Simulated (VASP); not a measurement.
# GdN (Fm-3m) in VASP: further runs

GdN is run at these levels: PBE; tasks: single point.

Program: VASP 6.6.1. These are calculated values, not measurements. Logs are shortened: lines on timing, memory, paths and dates and some standing lists are left out, and cuts for length are marked.

## Step 1: The cell of the first run

It takes space group Fm-3m (No. 225, cubic). The conventional cell has a = 4.918 Å, b = 4.918 Å, c = 4.918 Å, α = 90.00°, β = 90.00°, γ = 90.00°. Within 3.2 Å of Gd (site symmetry m-3m) lie 6 N at 2.46 Å. N (site symmetry m-3m) has 6 Gd at 2.46 Å within 3.2 Å.

## Step 2: Single point, PBE, collinear spin, ferromagnetic start (14.87 Å³/atom)

INCAR

```
  PREC = Accurate
  ENCUT = 520
  EDIFF = 1E-6
  ISMEAR = 0
  SIGMA = 0.05
  LREAL = False
  LASPH = True
  NELM = 150
  ALGO = Normal
  ISIF = 2
  LWAVE = False
  LCHARG = False
  ISPIN = 2
  MAGMOM = 7.54 0
  LORBIT = 11
  LMAXMIX = 6
  GGA = PE
  NBANDS = 22
```

KPOINTS

```
Automatic mesh
0
Gamma
  12 12 12
```

POSCAR

```
GdN
1.0
    0.0000000000      2.4591078123      2.4591078123
    2.4591078123      0.0000000000      2.4591078123
    2.4591078123      2.4591078123      0.0000000000
Gd N
1 1
Direct
    0.5000000000      0.5000000000      0.5000000000
    0.0000000000      0.0000000000      0.0000000000
```

Potentials or basis: VASP PAW PBE potentials, release 64 (Gd, N).

Run with:

```sh
$ cat potpaw_PBE.64/Gd/POTCAR potpaw_PBE.64/N/POTCAR > POTCAR
$ mpirun -np 1 vasp_std > vasp.out
```

OUTCAR:

```text
PREC = Accurate
   ENCUT = 520
   EDIFF = 1E-6
   ISMEAR = 0
   LREAL = False
   LASPH = True
   NELM = 150
   ISIF = 2
   ISPIN = 2
   LORBIT = 11
   GGA = PE

 ion  position               nearest neighbor table
   1  0.500  0.500  0.500-   2 2.46   2 2.46   2 2.46   2 2.46   2 2.46   2 2.46
   2  0.000  0.000  0.000-   1 2.46   1 2.46   1 2.46   1 2.46   1 2.46   1 2.46

  LATTYP: Found a face centered cubic cell.
 ALAT       =     4.9182156246

  Lattice vectors:

 A1 = (   0.0000000000,   2.4591078123,   2.4591078123)
 A2 = (   2.4591078123,   0.0000000000,   2.4591078123)
 A3 = (   2.4591078123,   2.4591078123,   0.0000000000)

Analysis of symmetry for initial positions (statically):
=====================================================================
 Subroutine PRICEL returns:
 Original cell was already a primitive cell.

 Routine SETGRP: Setting up the symmetry group for a
 face centered cubic supercell.

 Subroutine GETGRP returns: Found 48 space group operations
 (whereof 48 operations were pure point group operations)
 out of a pool of 48 trial point group operations.

The static configuration has the point symmetry O_h .

Analysis of symmetry for dynamics (positions and initial velocities):
=====================================================================
 Subroutine PRICEL returns:
 Original cell was already a primitive cell.

 Routine SETGRP: Setting up the symmetry group for a
 face centered cubic supercell.

 Subroutine GETGRP returns: Found 48 space group operations
 (whereof 48 operations were pure point group operations)
 out of a pool of 48 trial point group operations.

The dynamic configuration has the point symmetry O_h .

Analysis of structural, dynamic, and magnetic symmetry:
=====================================================================
 Subroutine PRICEL returns:
 Original cell was already a primitive cell.

 Routine SETGRP: Setting up the symmetry group for a
 face centered cubic supercell.

 Subroutine GETGRP returns: Found 48 space group operations
 (whereof 48 operations were pure point group operations)
 out of a pool of 48 trial point group operations.

The overall configuration has the point symmetry O_h .

 Subroutine INISYM returns: Found 48 space group operations
 (whereof 48 operations are pure point group operations),
 and found     1 'primitive' translations

[... 117 lines left out ...]
  Thomas-Fermi vector in A             =   2.613879
   LORBIT       =     11    0 simple, 1 ext, 2 COOP (PROOUT), +10 PAW based schemes
   GGA     = PE    functional components
   LHFCALC =     F    Hartree Fock is set to
   AEXX    =    0.0000 exact exchange contribution
   IVDW    =     0    specifies the selected vdW correction
   LEPSILON=     F    determine dielectric tensor
   LRPA    =     F    only Hartree local field effects (RPA)
 spin polarized calculation
 Gauss-broadening in eV      SIGMA  =   0.05
  energy-cutoff  :      520.00
  volume of cell :       29.74
 maximum number of plane-waves:       821
 NGX is ok and might be reduce to    28
   NGX = 13   NGY = 13   NGZ = 13

 number of electron      23.0000001 magnetization       6.9998422

 Free energy of the ion-electron system (eV)
  ---------------------------------------------------
  ext. energy  EPLUGINS =         0.00000000
  ---------------------------------------------------
  free energy    TOTEN  =       -23.19122954 eV

  energy without entropy =      -23.19113767  energy(sigma->0) =      -23.19118361

 E-fermi :   4.2213     XC(G=0): -11.7971

 val. band max:        4.1841791622   @ k =   0.3333   0.3333   0.0000
 cond. band min:       4.2655626206   @ k =   0.0833   0.0833   0.0000
 fundamental gap:      0.0813834584
 Fermi energy:         4.2212574620

 spin component 1

 k-point     1 :       0.0000    0.0000    0.0000
  band No.  band energies     occupation
      1     -39.4713      1.00000
      2     -16.4303      1.00000
      3     -16.4303      1.00000
      4     -16.4303      1.00000
      5      -9.0128      1.00000
      6       0.6341      1.00000
[... 589 lines left out ...]
     21      14.7373      0.00000
     22      16.8401      0.00000

 [... further k-points ...]

 spin component 2

 k-point     1 :       0.0000    0.0000    0.0000
  band No.  band energies     occupation
      1     -36.3819      1.00000
      2     -14.1824      1.00000
      3     -14.1824      1.00000
      4     -14.1824      1.00000
      5      -8.9953      1.00000
      6       3.2496      1.00000
[... 589 lines left out ...]
     21      15.8770      0.00000
     22      17.7540      0.00000

 [... further k-points ...]

------------------------ aborting loop because EDIFF is reached ----------------------------------------

  FORCE on cell =-STRESS in cart. coord.  units (eV):
  Direction    XX          YY          ZZ          XY          YZ          ZX
  --------------------------------------------------------------------------------------
  -------------------------------------------------------------------------------------
  Total        1.2086148      1.2086148      1.2086148      0.0000000      0.0000000      0.0000000
  in kB       65.1082169     65.1082169     65.1082169      0.0000000      0.0000000      0.0000000
  external PRESSURE =      65.1082169 kB  Pullay stress =       0.0000000 kB

 VOLUME and BASIS-vectors are now :
 -----------------------------------------------------------------------------
  energy-cutoff  :      520.00
  volume of cell :       29.74
      direct lattice vectors                 reciprocal lattice vectors
     0.000000000  2.459107812  2.459107812    -0.203325774  0.203325774  0.203325774
     2.459107812  0.000000000  2.459107812     0.203325774 -0.203325774  0.203325774
     2.459107812  2.459107812  0.000000000     0.203325774  0.203325774 -0.203325774

 POSITION                                       TOTAL-FORCE (eV/Angst)
 -----------------------------------------------------------------------------------
      2.45911      2.45911      2.45911         0.000000     -0.000000      0.000000
      0.00000      0.00000      0.00000        -0.000000      0.000000     -0.000000
 -----------------------------------------------------------------------------------
    total drift:                                0.000000      0.000000      0.000000

  FREE ENERGIE OF THE ION-ELECTRON SYSTEM (eV)
  ---------------------------------------------------
  free  energy   TOTEN  =       -23.1912295418 eV

  energy  without entropy=      -23.1911376721  energy(sigma->0) =      -23.19118361

 total charge

# of ion       s       p       d       f       tot
--------------------------------------------------
    1        2.037   5.671   0.560   6.998  15.265
    2        1.252   2.403   0.000   0.000   3.655
--------------------------------------------------
tot          3.289   8.074   0.560   6.998  18.920

 magnetization (x)

# of ion       s       p       d       f       tot
--------------------------------------------------
    1       -0.005  -0.080   0.089   6.800   6.803
    2       -0.008  -0.083   0.000   0.000  -0.091
--------------------------------------------------
tot         -0.013  -0.163   0.089   6.800   6.713
```

Run time: 2.8 min. Hardware: 1 thread of Intel Xeon 6975P-C (Granite Rapids), shared host; peak memory 0.25 GiB.

Results:

```
Free energy                                           : -23.1912 eV
Pressure                                              : 6.5 GPa
Band gap on the k mesh                                : zero (filled and empty bands overlap)
Net moment                                            : 7.00 μB per cell
Site moments                                          : Gd +6.80; N -0.09 μB
Valence electrons inside the program's atomic spheres : Gd 15.27; N 3.65
```

Caveat: the cell stands under pressure; spin-orbit coupling is left out, which moves the levels of the heavy elements; a cell with one magnetic atom can't hold antiferromagnetic order, which such compounds often take; semilocal functionals describe open f shells poorly, which spoils levels, moments and volumes. The state reached can hang on the start; a lower one may exist.

## Step 3: Single point, PBE, collinear spin, ferromagnetic start (15.18 Å³/atom)

This run uses another cell than the first one, of 15.18 Å³/atom.

INCAR

```
SYSTEM = GdN
ALGO = Normal
EDIFF = 1E-6
ENCUT = 520
GGA = PE
ISIF = 2
ISMEAR = 0
ISPIN = 2
LASPH = .TRUE.
LCHARG = .FALSE.
LMAXMIX = 6
LORBIT = 11
LREAL = .FALSE.
LWAVE = .FALSE.
MAGMOM = 7.55 0
NBANDS = 22
NELM = 150
PREC = Accurate
SIGMA = 0.05
```

KPOINTS

```
k-points
0
G
  12 12 12
  0 0 0
```

POSCAR

```
GdN
1.0
    0.0000000000      2.4760677124      2.4760677124
    2.4760677124      0.0000000000      2.4760677124
    2.4760677124      2.4760677124      0.0000000000
Gd N
1 1
Direct
    0.5000000000      0.5000000000      0.5000000000
    0.0000000000      0.0000000000      0.0000000000
```

Potentials or basis: VASP PAW PBE potentials, release 64 (Gd, N).

Run with:

```sh
$ cat potpaw_PBE.64/Gd/POTCAR potpaw_PBE.64/N/POTCAR > POTCAR
$ mpirun -np 1 vasp_std > vasp.out
```

Run time: 3.1 min. Hardware: 1 thread of Intel Xeon 6975P-C (Granite Rapids), shared host; peak memory 0.26 GiB.

The run converged. Its results:

```yaml
Free_energy: -23.2101 eV
Pressure: 3.3 GPa
Band_gap_on_the_k_mesh: zero (filled and empty bands overlap)
Net_moment: 7.00 μB per cell
Site_moments: Gd +6.80; N -0.09 μB
Valence_electrons_inside_the_program's_atomic_spheres: Gd 15.24; N 3.64
```

Levels at points of the mesh, in eV from the Fermi level:
Spin up:
```csv
k point,band 11,band 12,band 13,band 14,band 15,band 16,band 17,band 18,band 19,band 20
"(0.00, 0.00, 0.00)",-3.19,-3.19,0.22,0.22,0.22,2.46,2.46,2.46,3.31,4.64
"(0.50, 0.00, 0.00)",-3.21,-3.18,-3.18,-2.70,-2.70,5.13,5.92,5.92,6.71,10.11
"(0.50, 0.50, 0.00)",-3.26,-3.25,-1.48,-0.58,-0.22,-0.22,6.57,6.68,7.69,7.69
```
Spin down:
```csv
k point,band 4,band 5,band 6,band 7,band 8,band 9,band 10,band 11,band 12,band 13
"(0.00, 0.00, 0.00)",-18.49,-13.16,-0.95,-0.95,-0.95,1.69,2.25,2.25,2.25,2.90
"(0.50, 0.00, 0.00)",-18.60,-11.14,-4.20,-2.58,-2.58,1.83,1.93,1.93,2.18,2.18
"(0.50, 0.50, 0.00)",-18.94,-12.89,-1.12,-0.87,-0.87,0.15,1.99,2.05,2.10,2.10
```

Caveat: the cell stands under pressure; spin-orbit coupling is left out, which moves the levels of the heavy elements; a cell with one magnetic atom can't hold antiferromagnetic order, which such compounds often take; semilocal functionals describe open f shells poorly, which spoils levels, moments and volumes. The state reached can hang on the start; a lower one may exist.

## Step 4: Single point, PBE, collinear spin, ferromagnetic start (15.49 Å³/atom)

This run uses another cell than the first one, of 15.49 Å³/atom.

INCAR

```
ALGO = Normal ; EDIFF = 1E-6
ENCUT = 520 ; GGA = PE
ISIF = 2 ; ISMEAR = 0
ISPIN = 2 ; LASPH = T
LCHARG = T ; LELF = T
LMAXMIX = 6 ; LORBIT = 11
LREAL = F ; LVHAR = T
LWAVE = F ; MAGMOM = 7.56 0
NBANDS = 22 ; NELM = 150
PREC = Accurate ; SIGMA = 0.05
```

KPOINTS

```
k-points
0
Gamma
  12 12 12
```

POSCAR

```
GdN
1.0
    0.0000000000      2.4927984072      2.4927984072
    2.4927984072      0.0000000000      2.4927984072
    2.4927984072      2.4927984072      0.0000000000
Gd N
1 1
Direct
    0.5000000000      0.5000000000      0.5000000000
    0.0000000000      0.0000000000      0.0000000000
```

Potentials or basis: VASP PAW PBE potentials, release 64 (Gd, N).

Run with:

```sh
$ cat potpaw_PBE.64/Gd/POTCAR potpaw_PBE.64/N/POTCAR > POTCAR
$ mpirun -np 1 vasp_std > vasp.out
```

OUTCAR:

```text
EDIFF = 1E-6
   ENCUT = 520
   GGA = PE
   ISIF = 2
   ISMEAR = 0
   ISPIN = 2
   LASPH = T
   LORBIT = 11
   LREAL = F
   NELM = 150
   PREC = Accurate

 ion  position               nearest neighbor table
   1  0.500  0.500  0.500-   2 2.49   2 2.49   2 2.49   2 2.49   2 2.49   2 2.49
   2  0.000  0.000  0.000-   1 2.49   1 2.49   1 2.49   1 2.49   1 2.49   1 2.49

  LATTYP: Found a face centered cubic cell.
 ALAT       =     4.9855968144

  Lattice vectors:

 A1 = (   0.0000000000,   2.4927984072,   2.4927984072)
 A2 = (   2.4927984072,   0.0000000000,   2.4927984072)
 A3 = (   2.4927984072,   2.4927984072,   0.0000000000)

Analysis of symmetry for initial positions (statically):
=====================================================================
 Subroutine PRICEL returns:
 Original cell was already a primitive cell.

 Routine SETGRP: Setting up the symmetry group for a
 face centered cubic supercell.

 Subroutine GETGRP returns: Found 48 space group operations
 (whereof 48 operations were pure point group operations)
 out of a pool of 48 trial point group operations.

The static configuration has the point symmetry O_h .

Analysis of symmetry for dynamics (positions and initial velocities):
=====================================================================
 Subroutine PRICEL returns:
 Original cell was already a primitive cell.

 Routine SETGRP: Setting up the symmetry group for a
 face centered cubic supercell.

 Subroutine GETGRP returns: Found 48 space group operations
 (whereof 48 operations were pure point group operations)
 out of a pool of 48 trial point group operations.

The dynamic configuration has the point symmetry O_h .

Analysis of structural, dynamic, and magnetic symmetry:
=====================================================================
 Subroutine PRICEL returns:
 Original cell was already a primitive cell.

 Routine SETGRP: Setting up the symmetry group for a
[... 150 lines left out ...]
  ---------------------------------------------------
  free energy    TOTEN  =       -23.21647502 eV

  energy without entropy =      -23.21635684  energy(sigma->0) =      -23.21641593

 E-fermi :   3.9694     XC(G=0): -11.5797

 val. band max:        3.8661038697   @ k =   0.0833   0.0000   0.0000
 cond. band min:       3.9728658880   @ k =   0.0833   0.0833   0.0000
 fundamental gap:      0.1067620183
 Fermi energy:         3.9693706047

 spin component 1

 k-point     1 :       0.0000    0.0000    0.0000
  band No.  band energies     occupation
      1     -39.8508      1.00000
      2     -16.8460      1.00000
      3     -16.8460      1.00000
      4     -16.8460      1.00000
      5      -9.1330      1.00000
      6       0.2987      1.00000
[... 589 lines left out ...]
     21      14.0766      0.00000
     22      16.0665      0.00000

 [... further k-points ...]

 spin component 2

 k-point     1 :       0.0000    0.0000    0.0000
  band No.  band energies     occupation
      1     -36.7548      1.00000
      2     -14.6006      1.00000
      3     -14.6005      1.00000
      4     -14.6005      1.00000
      5      -9.1192      1.00000
      6       3.0586      1.00000
[... 589 lines left out ...]
     21      15.1809      0.00000
     22      16.9577      0.00000

 [... further k-points ...]

------------------------ aborting loop because EDIFF is reached ----------------------------------------

  FORCE on cell =-STRESS in cart. coord.  units (eV):
  Direction    XX          YY          ZZ          XY          YZ          ZX
  --------------------------------------------------------------------------------------
  -------------------------------------------------------------------------------------
  Total        0.0320928      0.0320928      0.0320928      0.0000000      0.0000000      0.0000000
  in kB        1.6596872      1.6596872      1.6596872      0.0000000      0.0000000      0.0000000
  external PRESSURE =       1.6596872 kB  Pullay stress =       0.0000000 kB

 VOLUME and BASIS-vectors are now :
 -----------------------------------------------------------------------------
  energy-cutoff  :      520.00
  volume of cell :       30.98
      direct lattice vectors                 reciprocal lattice vectors
     0.000000000  2.492798407  2.492798407    -0.200577792  0.200577792  0.200577792
     2.492798407  0.000000000  2.492798407     0.200577792 -0.200577792  0.200577792
     2.492798407  2.492798407  0.000000000     0.200577792  0.200577792 -0.200577792

 POSITION                                       TOTAL-FORCE (eV/Angst)
 -----------------------------------------------------------------------------------
      2.49280      2.49280      2.49280        -0.000000     -0.000000      0.000000
      0.00000      0.00000      0.00000         0.000000      0.000000     -0.000000
 -----------------------------------------------------------------------------------
    total drift:                                0.000000      0.000000      0.000000

  FREE ENERGIE OF THE ION-ELECTRON SYSTEM (eV)
  ---------------------------------------------------
  free  energy   TOTEN  =       -23.2164750226 eV

  energy  without entropy=      -23.2163568399  energy(sigma->0) =      -23.21641593

 total charge

# of ion       s       p       d       f       tot
--------------------------------------------------
    1        2.034   5.662   0.533   7.000  15.229
    2        1.250   2.380   0.000   0.000   3.629
--------------------------------------------------
tot          3.284   8.042   0.533   7.000  18.858

 magnetization (x)

# of ion       s       p       d       f       tot
--------------------------------------------------
    1       -0.006  -0.081   0.083   6.806   6.803
    2       -0.007  -0.075   0.000   0.000  -0.082
--------------------------------------------------
tot         -0.012  -0.156   0.083   6.806   6.721
```

stdout:

```text
POSCAR found type information on POSCAR GdN
 POSCAR found :  2 types and       2 ions
 scaLAPACK will be used
 LDA part: xc-table for (Slater+PW92), standard interpolation
 POSCAR, INCAR and KPOINTS ok, starting setup
 FFT: planning ... GRIDC
 FFT: planning ... GRID_SOFT
 FFT: planning ... GRID
 WAVECAR not read
 entering main loop
```

It took 2.9 min on 1 thread of Intel Xeon 6975P-C (Granite Rapids), shared host; peak memory 0.25 GiB.

Results:

```yaml
Free_energy: -23.2165 eV
Pressure: 0.2 GPa
Band_gap_on_the_k_mesh: zero (filled and empty bands overlap)
Net_moment: 7.00 μB per cell
Site_moments: Gd +6.80; N -0.08 μB
Valence_electrons_inside_the_program's_atomic_spheres: Gd 15.23; N 3.63
```

Caveat: spin-orbit coupling is left out, which moves the levels of the heavy elements; a cell with one magnetic atom can't hold antiferromagnetic order, which such compounds often take; semilocal functionals describe open f shells poorly, which spoils levels, moments and volumes.

## Step 5: The runs side by side

| cell | gap on the mesh (eV) | pressure (GPa) | moment (μB) |
| --- | --- | --- | --- |
| a = 3.478 Å, angles 60.0°, 2 atoms | none | 6.5 | 7.00 |
| a = 3.502 Å, angles 60.0°, 2 atoms | none | 3.3 | 7.00 |
| a = 3.525 Å, angles 60.0°, 2 atoms | none | 0.2 | 7.00 |

Alike in all rows: task single point; level PBE; potentials or basis VASP PAW PBE potentials, release 64 (Gd, N); spin collinear, ferromagnetic start; k mesh 12 × 12 × 12; cutoff (eV) 520; smearing gaussian 0.05 eV.

Caveats: spin-orbit coupling is left out, which moves the levels of the heavy elements; a cell with one magnetic atom can't hold antiferromagnetic order, which such compounds often take; semilocal functionals describe open f shells poorly, which spoils levels, moments and volumes; the cell stands under pressure (at least some runs).

Absolute energies hang on the potentials; compare differences alone.
